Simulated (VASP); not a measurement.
# C in VASP: notebook

C is run at these levels: PBEsol; tasks: single point, relaxation of the atoms.

All numbers are computed with VASP 6.6.1; they aren't measurements. Logs are shortened: lines on timing, memory, paths and dates and some standing lists are left out, and cuts for length are marked.

### 1 The cell of the first run

The cell holds a slab with vacuum, 32 atoms: a = 9.864 Å, b = 9.864 Å, c = 11.000 Å, α = 90.00°, β = 90.00°, γ = 120.00°.

### 2 Single point, PBEsol

The input, INCAR:

```
SYSTEM = C
PREC = Accurate
ENCUT = 520
EDIFF = 1E-6
ISMEAR = -1
SIGMA = 0.02
LREAL = Auto
LASPH = .True.
NELM = 80
ALGO = Normal
ISIF = 2
LWAVE = .False.
LCHARG = .False.
GGA = PS
NBANDS = 86
```

The input, KPOINTS:

```
Automatic mesh
0
Gamma
  1 1 1
  0 0 0
```

The input, POSCAR:

```
C
1.0
    9.8640002408      0.0000000000      0.0000000000
   -4.9320001204      8.5424747915      0.0000000000
    0.0000000000      0.0000000000     11.0000000000
C
32
Direct
    0.0000000000      0.0000000000      0.0909091000
    0.1666666667      0.0833333333      0.0909091000
    0.0000000000      0.2500000000      0.0909091000
    0.1666666667      0.3333333333      0.0909091000
    0.0000000000      0.5000000000      0.0909091000
    0.1666666667      0.5833333333      0.0909091000
    0.0000000000      0.7500000000      0.0909091000
    0.1666666667      0.8333333333      0.0909091000
    0.2500000000      0.0000000000      0.0909091000
    0.4166666667      0.0833333333      0.0909091000
    0.2500000000      0.2500000000      0.0909091000
    0.4166666667      0.3333333333      0.0909091000
    0.2500000000      0.5000000000      0.0909091000
    0.4166666667      0.5833333333      0.0909091000
    0.2500000000      0.7500000000      0.0909091000
    0.4166666667      0.8333333333      0.0909091000
    0.5000000000      0.0000000000      0.0909091000
    0.6666666667      0.0833333333      0.0909091000
    0.5000000000      0.2500000000      0.0909091000
    0.6666666667      0.3333333333      0.0909091000
    0.5000000000      0.5000000000      0.0909091000
    0.6666666667      0.5833333333      0.0909091000
    0.5000000000      0.7500000000      0.0909091000
    0.6666666667      0.8333333333      0.0909091000
    0.7500000000      0.0000000000      0.0909091000
    0.9166666667      0.0833333333      0.0909091000
    0.7500000000      0.2500000000      0.0909091000
    0.9166666667      0.3333333333      0.0909091000
    0.7500000000      0.5000000000      0.0909091000
    0.9166666667      0.5833333333      0.0909091000
    0.7500000000      0.7500000000      0.0909091000
    0.9166666667      0.8333333333      0.0909091000
```

Potentials or basis: VASP PAW PBE potentials, release 64 (C).

On the command line:

```sh
$ cat potpaw_PBE.64/C/POTCAR > POTCAR
$ mpirun -np 1 vasp_gam > vasp.out
```

OUTCAR:

```text
SYSTEM = C
   PREC = Accurate
   ENCUT = 520
   EDIFF = 1E-6
   ISMEAR = -1
   LREAL = Auto
   LASPH = .True.
   NELM = 80
   ISIF = 2
   GGA = PS

 ion  position               nearest neighbor table
   1  0.000  0.000  0.091-  26 1.42   2 1.42  32 1.42
   2  0.167  0.083  0.091-   9 1.42   1 1.42  11 1.42
   3  0.000  0.250  0.091-  28 1.42   4 1.42  26 1.42
   4  0.167  0.333  0.091-  11 1.42   3 1.42  13 1.42
   5  0.000  0.500  0.091-  30 1.42   6 1.42  28 1.42
   6  0.167  0.583  0.091-  13 1.42   5 1.42  15 1.42
[... 24 lines left out ...]
  31  0.750  0.750  0.091-  24 1.42  32 1.42  22 1.42
  32  0.917  0.833  0.091-   7 1.42  31 1.42   1 1.42

  LATTYP: Found a hexagonal cell.
 ALAT       =     9.8640002408
 C/A-ratio  =     1.1151662339

  Lattice vectors:

 A1 = (   9.8640002408,   0.0000000000,   0.0000000000)
 A2 = (  -4.9320001204,   8.5424747915,   0.0000000000)
 A3 = (   0.0000000000,   0.0000000000,  11.0000000000)

Analysis of symmetry for initial positions (statically):
=====================================================================
 Subroutine PRICEL returns following result:

  LATTYP: Found a hexagonal cell.
 ALAT       =     2.4660000602
 C/A-ratio  =     4.4606649357

  Lattice vectors:

 A1 = (   2.4660000602,   0.0000000000,   0.0000000000)
 A2 = (  -1.2330000301,   2.1356186979,   0.0000000000)
 A3 = (   0.0000000000,   0.0000000000,  11.0000000000)

  16 primitive cells build up your supercell.

 Routine SETGRP: Setting up the symmetry group for a
 hexagonal supercell.

 Subroutine GETGRP returns: Found 24 space group operations
 (whereof  6 operations were pure point group operations)
 out of a pool of 24 trial point group operations.

The static configuration has the point symmetry C_3v.
 The point group associated with its full space group is D_6h.

Analysis of symmetry for dynamics (positions and initial velocities):
=====================================================================
 Subroutine PRICEL returns following result:

  LATTYP: Found a hexagonal cell.
 ALAT       =     2.4660000602
 C/A-ratio  =     4.4606649357

  Lattice vectors:

 A1 = (   2.4660000602,   0.0000000000,   0.0000000000)
 A2 = (  -1.2330000301,   2.1356186979,   0.0000000000)
 A3 = (   0.0000000000,   0.0000000000,  11.0000000000)

  16 primitive cells build up your supercell.

 Routine SETGRP: Setting up the symmetry group for a
 hexagonal supercell.

 Subroutine GETGRP returns: Found 24 space group operations
 (whereof  6 operations were pure point group operations)
 out of a pool of 24 trial point group operations.

The dynamic configuration has the point symmetry C_3v.
 The point group associated with its full space group is D_6h.

 Subroutine INISYM returns: Found 24 space group operations
 (whereof  6 operations are pure point group operations),
 and found    16 'primitive' translations

----------------------------------------------------------------------------------------

                                     Primitive cell

  volume of cell :      57.9308

  direct lattice vectors                    reciprocal lattice vectors
     2.466000060  0.000000000  0.000000000     0.405514994  0.234124191  0.000000000
    -1.233000030  2.135618698  0.000000000     0.000000000  0.468248382  0.000000000
     0.000000000  0.000000000 11.000000000     0.000000000  0.000000000  0.090909091

  length of vectors
     2.466000060  2.466000060 11.000000000     0.468248382  0.468248382  0.090909091

  position of ions in fractional coordinates (direct lattice)
     0.000000000  0.000000000  0.090909100
     0.666666667  0.333333333  0.090909100

  ion indices of the primitive-cell ions
   primitive index   ion index
                 1           1
                 2          26

----------------------------------------------------------------------------------------

 KPOINTS: Automatic mesh

Automatic generation of k-mesh.
 Grid dimensions read from file:
 generate k-points for:    1    1    1

 Generating k-lattice:

  Cartesian coordinates                     Fractional coordinates (reciprocal lattice)
     0.101378749  0.058531048  0.000000000     1.000000000  0.000000000  0.000000000
     0.000000000  0.117062096  0.000000000     0.000000000  1.000000000  0.000000000
     0.000000000  0.000000000  0.090909091     0.000000000  0.000000000  1.000000000

  Length of vectors
     0.117062096  0.117062096  0.090909091

  Shift w.r.t. Gamma in fractional coordinates (k-lattice)
     0.000000000  0.000000000  0.000000000

 Subroutine IBZKPT returns following result:
 ===========================================

 Found      1 irreducible k-points:

 Following reciprocal coordinates:
            Coordinates               Weight
  0.000000  0.000000  0.000000      1.000000
   k-points           NKPTS =      1   k-points in BZ     NKDIM =      1   number of bands    NBANDS=     86
   number of dos      NEDOS =    301   number of ions     NIONS =     32
   total plane-waves  NPLWV = 537600
   dimension x,y,z NGX =    80 NGY =   80 NGZ =   84
   dimension x,y,z NGXF=   160 NGYF=  160 NGZF=  168
   ions per type =              32
   NGX,Y,Z   is equivalent  to a cutoff of  13.48, 13.48, 12.70 a.u.
   NGXF,Y,Z  is equivalent  to a cutoff of  26.97, 26.97, 25.39 a.u.
 SYSTEM =  C
   PREC   = accura    normal or accurate (medium, high low for compatibility)
   ISTART =      0    job   : 0-new  1-cont  2-samecut
   ICHARG =      2    charge: 1-file 2-atom 10-const
   ISPIN  =      1    spin polarized calculation?
   LNONCOLLINEAR =      F non collinear calculations
   LSORBIT =      F    spin-orbit coupling
   LASPH  =      T    aspherical Exc in radial PAW
   ENCUT  =  520.0 eV  38.22 Ry    6.18 a.u.  18.34 18.34 20.45*2*pi/ulx,y,z
   NELM   =     80;   NELMIN=  2; NELMDL= -5     # of ELM steps
   EDIFF  = 0.1E-05   stopping-criterion for ELM
   LREAL  =      T    real-space projection
   EDIFFG = 0.1E-04   stopping-criterion for IOM
   NSW    =      0    number of steps for IOM
   IBRION =     -1    ionic relax: 0-MD 1-quasi-New 2-CG
   NFREE  =      0    steps in history (QN), initial steepest desc. (CG)
   ISIF   =      2    stress and relaxation
   ISYM   =      2    0-nonsym 1-usesym 2-fastsym
   POTIM  = 0.5000    time-step for ionic-motion
   TEBEG  =    0.0;   TEEND  =   0.0 temperature during run
   PSTRESS=    0.0 pullay stress
   NELECT =     128.0000    total number of electrons
   NUPDOWN=      -1.0000    fix difference up-down
   EMIN   =  10.00;   EMAX   =-10.00  energy-range for DOS
   EFERMI =   0.00;   METHOD = LEGACY
   ISMEAR =    -1;   SIGMA  =   0.02  broadening in eV -4-tet -1-fermi 0-gaus
   EFERMI_NEDOS =   21; number of points for ismear=-14 and -15
   IALGO  =     38    algorithm
   IMIX   =      4    mixing-type and parameters
     AMIX     =   0.40;   BMIX     =  1.00
     AMIX_MAG =   1.60;   BMIX_MAG =  1.00
  volume/ion in A,a.u.               =      28.97       195.47
  Fermi-wavevector in a.u.,A,eV,Ry     =   0.846191  1.599069  9.742302  0.716039
  Thomas-Fermi vector in A             =   1.961499
   LORBIT       =      0    0 simple, 1 ext, 2 COOP (PROOUT), +10 PAW based schemes
   GGA     = PS    functional components
   LHFCALC =     F    Hartree Fock is set to
   AEXX    =    0.0000 exact exchange contribution
   IVDW    =     0    specifies the selected vdW correction
   LEPSILON=     F    determine dielectric tensor
   LRPA    =     F    only Hartree local field effects (RPA)
 non-spin polarized calculation
  energy-cutoff  :      520.00
  volume of cell :      926.89
 maximum number of plane-waves:     12471
 NGX is ok and might be reduce to    80
   NGX = 37   NGY = 37   NGZ = 41

 number of electron     128.0000003 magnetization

 Free energy of the ion-electron system (eV)
  ---------------------------------------------------
  ext. energy  EPLUGINS =         0.00000000
  ---------------------------------------------------
  free energy    TOTEN  =      -309.04373715 eV

  energy without entropy =     -309.04373715  energy(sigma->0) =     -309.04373715

 E-fermi :  -3.4276     XC(G=0):  -3.8797

 val. band max:       -3.9465284971   @ k =   0.0000   0.0000   0.0000
 cond. band min:       0.0687169454   @ k =   0.0000   0.0000   0.0000
 fundamental gap:      4.0152454425
 Fermi energy:        -3.4276400510

 k-point     1 :       0.0000    0.0000    0.0000
  band No.  band energies     occupation
      1     -21.0655      2.00000
      2     -19.5988      2.00000
      3     -19.5988      2.00000
      4     -19.5988      2.00000
      5     -19.5988      2.00000
      6     -19.5988      2.00000
[... 68 lines left out ...]
     75       3.0779      0.00000
     76       3.7279      0.00000
 [bands above 76 left out]

------------------------ aborting loop because EDIFF is reached ----------------------------------------

  FORCE on cell =-STRESS in cart. coord.  units (eV):
  Direction    XX          YY          ZZ          XY          YZ          ZX
  --------------------------------------------------------------------------------------
  -------------------------------------------------------------------------------------
  Total       -5.9845159     -5.9845159     -0.1475529     -0.0000000     -0.0000000      0.0000000
  in kB      -10.3445152    -10.3445152     -0.2550521     -0.0000000     -0.0000000      0.0000000
  external PRESSURE =      -6.9813608 kB  Pullay stress =       0.0000000 kB

 VOLUME and BASIS-vectors are now :
 -----------------------------------------------------------------------------
  energy-cutoff  :      520.00
  volume of cell :      926.89
      direct lattice vectors                 reciprocal lattice vectors
     9.864000241  0.000000000  0.000000000     0.101378749  0.058531048  0.000000000
    -4.932000120  8.542474792  0.000000000     0.000000000  0.117062096  0.000000000
     0.000000000  0.000000000 11.000000000     0.000000000  0.000000000  0.090909091

 POSITION                                       TOTAL-FORCE (eV/Angst)
 -----------------------------------------------------------------------------------
      0.00000      0.00000      1.00000         0.000000     -0.000000     -0.000000
      1.23300      0.71187      1.00000        -0.000000      0.000000     -0.000000
     -1.23300      2.13562      1.00000         0.000000     -0.000000      0.000000
      0.00000      2.84749      1.00000        -0.000000     -0.000000     -0.000000
     -2.46600      4.27124      1.00000         0.000000     -0.000000     -0.000000
     -1.23300      4.98311      1.00000        -0.000000      0.000000      0.000000
[... 24 lines left out ...]
      3.69900      6.40686      1.00000         0.000000     -0.000000      0.000000
      4.93200      7.11873      1.00000        -0.000000      0.000000      0.000000
 -----------------------------------------------------------------------------------
    total drift:                               -0.000023      0.000013     -0.000081

  FREE ENERGIE OF THE ION-ELECTRON SYSTEM (eV)
  ---------------------------------------------------
  free  energy   TOTEN  =      -309.0437371454 eV

  energy  without entropy=     -309.0437371454  energy(sigma->0) =     -309.04373715
```

Wall time 2 min (1 thread of Intel Xeon 6975P-C (Granite Rapids), shared host); peak memory 0.91 GiB.

What came out:

```
Free energy            : -309.0437 eV
Band gap on the k mesh : 4.02 eV
```

Levels at points of the mesh, in eV from the valence-band top:
```tsv
k point	band 62	band 63	band 64	band 65	band 66	band 67
(0.00, 0.00, 0.00)	0.00	0.00	0.00	4.02	4.02	4.02
```

Caveat: the k points lie up to 0.74 Å⁻¹ apart; the PAW data sets were made with another functional, which shifts forces and pressure a little.

(Part 1 of 2 ends here.)
